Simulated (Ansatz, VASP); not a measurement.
## BaTiO3: VASP beside Ansatz

```xyz
5
Lattice="3.9876 0.0000 0.0000 0.0000 3.9876 0.0000 0.0000 0.0000 4.4387" Properties=species:S:1:pos:R:3 pbc="T T T"
Ba    0.0000    0.0000   -0.1267
Ti    1.9938    1.9938    2.0484
O     1.9938    1.9938    0.2577
O     1.9938    0.0000    2.3348
O     0.0000    1.9938    2.3348
```

Alike in both runs: functional RPBE; k mesh 6 × 6 × 6; no spin polarisation.

Ansatz relaxed the structure, and its values are those at the end. VASP's run is a single point on that final structure, the one shown.

|  | VASP | Ansatz |
| --- | --- | --- |
| version | VASP 6.6.1 | Ansatz 0.2.0 |
| potentials or method | VASP PAW PBE potentials, release 64 (Ba_sv, Ti_sv, O), cutoff 520 eV | plane waves, PAW |
| occupations | gaussian, width 0.01 eV | fixed |
| valence electrons in the cell | 40 | 40 |

```csv
,VASP,Ansatz,Ansatz less VASP
pressure (GPa),1.3,0.0,-1.29
rms of the force components (eV/Å),0.034,0.000,-0.0332
```

VASP's potentials were made for PBE, not for RPBE.

Neither program's run includes spin-orbit coupling.
